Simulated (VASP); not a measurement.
Runs of VASP 6.6.1 on HfSi (rocksalt type). The structure is that of space group Fm-3m (No. 225), or close to it. The cells are those of the table. 

```tsv
cell	k mesh	gap on the mesh (eV)	pressure (GPa)
a = 3.114 Å, angles 60.0°, 2 atoms	15 × 15 × 15	none	196.7
a = 3.120 Å, angles 60.0°, 2 atoms	15 × 15 × 15	none	192.7
a = 3.745 Å, angles 60.0°, 2 atoms	13 × 13 × 13	none	0.1
a = 3.113 Å, angles 60.0°, 2 atoms	15 × 15 × 15	none	(a)
```

Alike in all rows: task single point; level PBEsol; potentials or basis VASP PAW PBE potentials, release 64 (Hf_pv, Si); no spin polarisation; cutoff (eV) 500; smearing fermi-dirac 0.1 eV.

**Question.** Estimate the missing entries.

**Answer.** (a) 196.9.

Caveats: the PAW data sets were made with another functional, which shifts forces and pressure a little; spin-orbit coupling is left out, which moves the levels of the heavy elements.

A k mesh can miss the band edges, and the runs leave out spin-orbit coupling on Hf.

A gap of «none» marks levels without a gap at the run's occupations.
